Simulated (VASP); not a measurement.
Wanted: the native input for a VASP 6.6.1 run.

```
Task                   : single point
Functional             : PBE
Potentials or basis    : VASP PAW PBE potentials, release 64 (Al, Te, O)
Cutoff                 : 520 eV
k mesh                 : 4 × 4 × 2
Occupations            : gaussian, width 0.1 eV
Spin                   : no spin polarisation
Dipole correction      : no
Further INCAR settings : ALGO = Normal; EDIFF = 1e-06; NBANDS = 26
```

The structure of Al5Te2O lies in POSCAR:

```
Al5Te2O
1.0
    4.0686098200      0.0000000000      0.0000000000
    0.0000000000      4.0686098200      0.0000000000
    0.0000000000      0.0000000000      8.8836063600
Al Te O
5 2 1
Direct
    0.0000000000      0.5000000000      0.2611329900
    0.5000000000      0.0000000000      0.7388670100
    0.5000000000      0.0000000000      0.2611329900
    0.0000000000      0.5000000000      0.7388670100
    0.5000000000      0.5000000000      0.0000000000
    0.0000000000      0.0000000000      0.0000000000
    0.5000000000      0.5000000000      0.5000000000
    0.0000000000      0.0000000000      0.5000000000
```

The cell was generated, and may not be a known phase.

These files were run (other wordings do the same):

INCAR

```
ALGO = Normal
EDIFF = 1E-6
ENCUT = 520
GGA = PE
ISIF = 2
ISMEAR = 0
LASPH = T
LCHARG = F
LREAL = F
LWAVE = F
NBANDS = 26
NELM = 100
PREC = Accurate
SIGMA = 0.1
```

KPOINTS

```
k-points
0
Gamma
  4 4 2
```

Potentials or basis: VASP PAW PBE potentials, release 64 (Al, Te, O).

The run is started by

```console
$ cat potpaw_PBE.64/Al/POTCAR potpaw_PBE.64/Te/POTCAR potpaw_PBE.64/O/POTCAR > POTCAR
$ mpirun -np 1 vasp_std > vasp.out
```

It gave:

```yaml
Pressure: 2.2 GPa
Largest_force: 0.484 eV/Å
Band_gap_on_the_k_mesh: zero (an odd number of electrons rules out a gap without spin polarisation)
```

Caveat: the k points lie up to 0.39 Å⁻¹ apart, too coarse for converged energies and pressures of a metal; spin-orbit coupling is left out, which moves the levels of the heavy elements; an odd number of electrons without spin polarisation forces a metal; a magnetic or distorted state may lie lower.

It took 89 s on 1 thread of Intel Xeon 8259CL, with other jobs on the host, peak memory 0.25 GiB.
